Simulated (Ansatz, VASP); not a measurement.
MgO in VASP and in Ansatz

```
Mg O
1.0
     0.00000    2.09169    2.09169
     2.09169    0.00000    2.09169
     2.09169    2.09169    0.00000
Mg O
1 1
Direct
  0.01331 0.01331 0.98669
  0.47979 0.47979 0.52021
```

Change from the starting cell: mode 6 frozen in at -0.086 Å, equal normal strain along x, y and z -0.0167.

Alike in both runs: task single point; functional PBE; k mesh 10 × 10 × 10; occupations gaussian, width 0.05 eV; no spin polarisation.

```csv
,VASP,Ansatz
version,VASP 6.6.1,Ansatz 0.2.0
potentials or method,"VASP PAW PBE potentials, release 64 (Mg_sv, O), cutoff 840 eV","scalar-relativistic, plane waves, PAW"
valence electrons in the cell,16,16
```

VASP gave:

```
gap on the k mesh at the Fermi level (eV)                     : 4.93
least direct gap on the mesh (eV)                             : 4.93
pressure (GPa)                                                : 10.5
traceless stress, the component that is largest in VASP (GPa) : 5.31
rms of the force components (eV/Å)                            : 0.564
```

Which values does Ansatz return?

gap on the k mesh at the Fermi level (eV): 4.94; least direct gap on the mesh (eV): 4.94; pressure (GPa): 10.4; traceless stress, the component that is largest in VASP (GPa): 5.25; rms of the force components (eV/Å): 0.554.

Atom by atom the forces differ by 0.010 eV/Å (rms over components).
